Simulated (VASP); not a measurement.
# BaTiO3 (P1) in VASP: single point with PBEsol+D3(BJ)

Aim: the single point of BaTiO3 with PBEsol+D3(BJ).

All numbers are computed with VASP 6.6.1; they aren't measurements. Logs are shortened: lines on timing, memory, paths and dates and some standing lists are left out, and cuts for length are marked.

## 1. The cell of the first run

The typed cell holds 10 atoms: a = 3.952 Å, b = 5.587 Å, c = 5.593 Å, α = 90.07°, β = 90.09°, γ = 89.99°.

## 2. Single point, PBEsol+D3(BJ)

INCAR

```
SYSTEM = BaTiO3
  PREC = Accurate
  ENCUT = 520
  EDIFF = 1E-7
  ISMEAR = -1
  SIGMA = 0.05
  LREAL = .False.
  LASPH = .True.
  NELM = 60
  ALGO = Normal
  ISIF = 2
  LWAVE = .False.
  LCHARG = .True.
  GGA = PS
  IVDW = 12
  LELF = .True.
  LVHAR = .True.
  NBANDS = 51
```

KPOINTS

```
regular mesh
0
Gamma
  7 5 5
  0 0 0
```

POSCAR

```
BaTiO3
1.0
   -0.0021800418      0.0023513093     -3.9519743359
    3.9481224469      3.9530684241     -0.0005321698
    3.9525424659     -3.9573528800      0.0040746131
Ba Ti O
2 2 6
Direct
    1.0040911111      0.0002455583     -0.0041927888
    1.0040915332      0.5002443643      0.4958077446
    0.5123703942      0.5006450491      0.9873339989
    0.5124490398      1.0006421757      0.4873377245
    0.9921102364      0.4998088404      1.0044091751
   -0.0079017550      0.9998079005      0.5044077397
    0.4957723506      0.2478079267      0.2563082193
    0.4957706574      0.7478103316      0.7563078370
    0.4956236536      0.2514941150      0.7561391909
    0.4956227788      0.7514937384      0.2561411488
```

Potentials or basis: VASP PAW PBE potentials, release 64 (Ba_sv, Ti_sv, O).

Launch:

```bash
cat potpaw_PBE.64/Ba_sv/POTCAR potpaw_PBE.64/Ti_sv/POTCAR potpaw_PBE.64/O/POTCAR > POTCAR
mpirun -np 1 vasp_std > vasp.out
```

OUTCAR:

```text
SYSTEM = BaTiO3
   PREC = Accurate
   ENCUT = 520
   EDIFF = 1E-7
   ISMEAR = -1
   LREAL = .False.
   LASPH = .True.
   NELM = 60
   ISIF = 2
   GGA = PS
   IVDW = 12
 IVDW          = 12

 ion  position               nearest neighbor table
   1  0.004  0.000  0.996-   9 2.75   6 2.75   8 2.75   5 2.79   7 2.79   9 2.79   8 2.79  10 2.80
                             5 2.80   7 2.84   6 2.85  10 2.85   4 3.37   3 3.40   4 3.40   3 3.40
   2  0.004  0.500  0.496-  10 2.75   5 2.75   7 2.75   6 2.79   8 2.79  10 2.79   7 2.79   9 2.80
                             6 2.80   8 2.84   5 2.85   9 2.85   3 3.37   4 3.40   3 3.40   4 3.40
   3  0.512  0.501  0.987-   8 1.89   5 1.90   9 1.90  10 2.06   5 2.06   7 2.07   2 3.37   1 3.40
                             2 3.40   1 3.40   1 3.44   2 3.44   1 3.44   2 3.48
   4  0.512  0.001  0.487-   7 1.89   6 1.90  10 1.90   9 2.06   6 2.06   8 2.07   1 3.37   2 3.40
                             1 3.40   2 3.40   2 3.44   1 3.44   2 3.44   1 3.48
   5  0.992  0.500  0.004-   3 1.90   3 2.06   2 2.75   1 2.79   1 2.80   2 2.85
   6  0.992  1.000  0.504-   4 1.90   4 2.06   1 2.75   2 2.79   2 2.80   1 2.85
   7  0.496  0.248  0.256-   4 1.89   3 2.07   2 2.75   1 2.79   2 2.79   1 2.84
   8  0.496  0.748  0.756-   3 1.89   4 2.07   1 2.75   2 2.79   1 2.79   2 2.84
   9  0.496  0.251  0.756-   3 1.90   4 2.06   1 2.75   1 2.79   2 2.80   2 2.85
  10  0.496  0.751  0.256-   4 1.90   3 2.06   2 2.75   2 2.79   1 2.80   1 2.85

  LATTYP: Found a triclinic cell.
 ALAT       =     6.8534232809
 B/A-ratio  =     0.5766425733
 C/A-ratio  =     0.8152111048
 COS(alpha) =     0.0001264032
 COS(beta)  =     0.0010801306
 COS(gamma) =     0.5778988032

  Lattice vectors:

 A1 = (   3.9547225077,  -3.9597041893,   3.9560489490)
 A2 = (   0.0021800418,  -0.0023513093,   3.9519743359)
 A3 = (  -3.9481224469,  -3.9530684241,   0.0005321698)

Analysis of symmetry for initial positions (statically):
=====================================================================
 Subroutine PRICEL returns:
 Original cell was already a primitive cell.

 Routine SETGRP: Setting up the symmetry group for a
 triclinic supercell.

 Subroutine GETGRP returns: Found  1 space group operations
 (whereof  1 operations were pure point group operations)
 out of a pool of  2 trial point group operations.

The static configuration has the point symmetry C_1 .

Analysis of symmetry for dynamics (positions and initial velocities):
=====================================================================
 Subroutine PRICEL returns:
 Original cell was already a primitive cell.

 Routine SETGRP: Setting up the symmetry group for a
 triclinic supercell.

 Subroutine GETGRP returns: Found  1 space group operations
 (whereof  1 operations were pure point group operations)
 out of a pool of  2 trial point group operations.

The dynamic configuration has the point symmetry C_1 .

 Subroutine INISYM returns: Found  1 space group operations
 (whereof  1 operations are pure point group operations),
 and found     1 'primitive' translations

----------------------------------------------------------------------------------------

                                     Primitive cell

  volume of cell :     123.4943

  direct lattice vectors                    reciprocal lattice vectors
    -0.002180042  0.002351309 -3.951974336     0.000113376 -0.000147298 -0.253038231
     3.948122447  3.953068424 -0.000532170     0.126640215  0.126486282  0.000005397
     3.952542466 -3.957352880  0.004074613     0.126503175 -0.126344917 -0.000144955

  length of vectors
     3.951975637  5.586986764  5.593143156     0.253038299  0.178987496  0.178790694

  position of ions in fractional coordinates (direct lattice)
     0.004091111  0.000245558  0.995807211
     0.004091533  0.500244364  0.495807745
     0.512370394  0.500645049  0.987333999
     0.512449040  0.000642176  0.487337725
     0.992110236  0.499808840  0.004409175
     0.992098245  0.999807901  0.504407740
     0.495772351  0.247807927  0.256308219
     0.495770657  0.747810332  0.756307837
     0.495623654  0.251494115  0.756139191
     0.495622779  0.751493738  0.256141149

  ion indices of the primitive-cell ions
   primitive index   ion index
                 1           1
                 2           2
                 3           3
                 4           4
                 5           5
                 6           6
                 7           7
                 8           8
                 9           9
                10          10

----------------------------------------------------------------------------------------

 KPOINTS: regular mesh

Automatic generation of k-mesh.
 Grid dimensions read from file:
 generate k-points for:    7    5    5

 Generating k-lattice:

  Cartesian coordinates                     Fractional coordinates (reciprocal lattice)
     0.000016197 -0.000021043 -0.036148319     0.142857143 -0.000000000 -0.000000000
     0.025328043  0.025297256  0.000001079    -0.000000000  0.200000000 -0.000000000
     0.025300635 -0.025268983 -0.000028991     0.000000000 -0.000000000  0.200000000

  Length of vectors
     0.036148328  0.035797499  0.035758139

  Shift w.r.t. Gamma in fractional coordinates (k-lattice)
     0.000000000  0.000000000  0.000000000

 Subroutine IBZKPT returns following result:
 ===========================================

 Found     88 irreducible k-points:

 Following reciprocal coordinates:
            Coordinates               Weight
  0.000000  0.000000  0.000000      1.000000
  0.142857 -0.000000  0.000000      2.000000
  0.285714  0.000000  0.000000      2.000000
  0.428571  0.000000  0.000000      2.000000
  0.000000  0.200000 -0.000000      2.000000
  0.142857  0.200000 -0.000000      2.000000
[... 16 lines left out ...]
 -0.428571  0.000000  0.200000      2.000000
 -0.285714  0.000000  0.200000      2.000000
 [... further k-points ...]
   k-points           NKPTS =     88   k-points in BZ     NKDIM =     88   number of bands    NBANDS=     51
   number of dos      NEDOS =    301   number of ions     NIONS =     10
   total plane-waves  NPLWV =  52920
   dimension x,y,z NGX =    30 NGY =   42 NGZ =   42
   dimension x,y,z NGXF=    60 NGYF=   84 NGZF=   84
   ions per type =               2   2   6
   NGX,Y,Z   is equivalent  to a cutoff of  12.62, 12.50, 12.48 a.u.
   NGXF,Y,Z  is equivalent  to a cutoff of  25.24, 24.99, 24.97 a.u.
 SYSTEM =  BaTiO3
   PREC   = accura    normal or accurate (medium, high low for compatibility)
   ISTART =      0    job   : 0-new  1-cont  2-samecut
   ICHARG =      2    charge: 1-file 2-atom 10-const
   ISPIN  =      1    spin polarized calculation?
   LNONCOLLINEAR =      F non collinear calculations
   LSORBIT =      F    spin-orbit coupling
   LASPH  =      T    aspherical Exc in radial PAW
   ENCUT  =  520.0 eV  38.22 Ry    6.18 a.u.   7.35 10.39 10.40*2*pi/ulx,y,z
   NELM   =     60;   NELMIN=  2; NELMDL= -5     # of ELM steps
   EDIFF  = 0.1E-06   stopping-criterion for ELM
   LREAL  =      F    real-space projection
   EDIFFG = 0.1E-05   stopping-criterion for IOM
   NSW    =      0    number of steps for IOM
   IBRION =     -1    ionic relax: 0-MD 1-quasi-New 2-CG
   NFREE  =      0    steps in history (QN), initial steepest desc. (CG)
   ISIF   =      2    stress and relaxation
   ISYM   =      2    0-nonsym 1-usesym 2-fastsym
   POTIM  = 0.5000    time-step for ionic-motion
   TEBEG  =    0.0;   TEEND  =   0.0 temperature during run
   PSTRESS=    0.0 pullay stress
   NELECT =      80.0000    total number of electrons
   NUPDOWN=      -1.0000    fix difference up-down
   EMIN   =  10.00;   EMAX   =-10.00  energy-range for DOS
   EFERMI =   0.00;   METHOD = LEGACY
   ISMEAR =    -1;   SIGMA  =   0.05  broadening in eV -4-tet -1-fermi 0-gaus
   EFERMI_NEDOS =   21; number of points for ismear=-14 and -15
   IALGO  =     38    algorithm
   IMIX   =      4    mixing-type and parameters
     AMIX     =   0.40;   BMIX     =  1.00
     AMIX_MAG =   1.60;   BMIX_MAG =  1.00
  volume/ion in A,a.u.               =      12.35        83.34
  Fermi-wavevector in a.u.,A,eV,Ry     =   1.416519  2.676833 27.300456  2.006527
  Thomas-Fermi vector in A             =   2.537845
   LORBIT       =      0    0 simple, 1 ext, 2 COOP (PROOUT), +10 PAW based schemes
   GGA     = PS    functional components
   LHFCALC =     F    Hartree Fock is set to
   AEXX    =    0.0000 exact exchange contribution
   IVDW    =    12    specifies the selected vdW correction
   LEPSILON=     F    determine dielectric tensor
   LRPA    =     F    only Hartree local field effects (RPA)
 non-spin polarized calculation
  energy-cutoff  :      520.00
  volume of cell :      123.49
 maximum number of plane-waves:      3345
 NGX is ok and might be reduce to    30
   NGX = 15   NGY = 21   NGZ = 21

 number of electron      79.9999994 magnetization

 Free energy of the ion-electron system (eV)
  ---------------------------------------------------
  ext. energy  EPLUGINS =         0.00000000
  ---------------------------------------------------
  free energy    TOTEN  =       -83.92812080 eV

  energy without entropy =      -83.92812080  energy(sigma->0) =      -83.92812080

 E-fermi :   5.0167     XC(G=0): -11.7108

 val. band max:        3.9502780599   @ k =   0.4286   0.0000   0.0000
 cond. band min:       6.0213789206   @ k =   0.0000   0.0000   0.0000
 fundamental gap:      2.0711008608
 Fermi energy:         5.0167280867

 k-point     1 :       0.0000    0.0000    0.0000
  band No.  band energies     occupation
      1     -52.0997      2.00000
      2     -52.0970      2.00000
      3     -28.5293      2.00000
      4     -28.5254      2.00000
      5     -28.4689      2.00000
      6     -28.4666      2.00000
[... 43 lines left out ...]
     50       8.9389      0.00000
     51       9.1853      0.00000
[... 1240 lines left out ...]
     50      10.7715      0.00000
     51      10.8064      0.00000

 [... further k-points ...]

------------------------ aborting loop because EDIFF is reached ----------------------------------------

 Edisp (eV)   -2.74766

 E8    (eV) :    -1.9030

  FORCE on cell =-STRESS in cart. coord.  units (eV):
  Direction    XX          YY          ZZ          XY          YZ          ZX
  --------------------------------------------------------------------------------------
  -------------------------------------------------------------------------------------
  Total       1.66059     1.62096     1.63887     0.00720     0.01167    -0.00637
  in kB      21.54397    21.02990    21.26221     0.09341     0.15142    -0.08268
  external pressure =       21.28 kB  Pullay stress =        0.00 kB

 VOLUME and BASIS-vectors are now :
 -----------------------------------------------------------------------------
  energy-cutoff  :      520.00
  volume of cell :      123.49
      direct lattice vectors                 reciprocal lattice vectors
    -0.002180042  0.002351309 -3.951974336     0.000113376 -0.000147298 -0.253038231
     3.948122447  3.953068424 -0.000532170     0.126640215  0.126486282  0.000005397
     3.952542466 -3.957352880  0.004074613     0.126503175 -0.126344917 -0.000144955

 POSITION                                       TOTAL-FORCE (eV/Angst)
 -----------------------------------------------------------------------------------
      3.93693     -3.93978     -0.01211         0.015850     -0.018116      0.016199
      3.93472      0.01542     -0.01442         0.015555     -0.017936      0.016223
      5.87797     -1.92694     -2.02112         0.021422     -0.025534      0.022007
      1.92764     -1.92482     -2.02320         0.021196     -0.024857      0.023514
      1.98857      1.96066     -3.92104        -0.006899      0.008375     -0.023989
      5.93889      1.95852     -3.91922        -0.006788      0.008180     -0.024415
      1.99036     -0.03353     -1.95837        -0.007270      0.026154     -0.007274
      5.94070     -0.03567     -1.95659        -0.007291      0.026111     -0.007283
      3.98052     -1.99697     -1.95574        -0.022823      0.008804     -0.007461
      3.97832      1.95823     -1.95804        -0.022953      0.008819     -0.007521
 -----------------------------------------------------------------------------------
    total drift:                               -0.000019     -0.000264      0.001056

  FREE ENERGIE OF THE ION-ELECTRON SYSTEM (eV)
  ---------------------------------------------------
  free  energy   TOTEN  =       -86.6757761303 eV

  energy  without entropy=      -86.6757761301  energy(sigma->0) =      -86.67577613
```

Run time: 10 min. Hardware: 1 thread of Intel Xeon Platinum 8488C (Sapphire Rapids), shared host; peak memory 0.55 GiB.

What came out:

| Property | Result |
| --- | --- |
| Free energy | -86.6758 eV |
| Pressure | 2.1 GPa |
| Largest force | 0.040 eV/Å |
| Band gap on the k mesh | 2.07 eV |
| Dispersion energy per atom | -0.275 eV |

Forces in eV/Å, atoms in the order of the input:
```
Ba   0.016 -0.018  0.016
Ba   0.016 -0.018  0.016
Ti   0.021 -0.026  0.022
Ti   0.021 -0.025  0.024
O   -0.007  0.008 -0.024
O   -0.007  0.008 -0.024
O   -0.007  0.026 -0.007
O   -0.007  0.026 -0.007
O   -0.023  0.009 -0.007
O   -0.023  0.009 -0.008
```

Caveat: the PAW data sets were made with another functional, which shifts forces and pressure a little; spin-orbit coupling is left out, which moves the levels of the heavy elements.
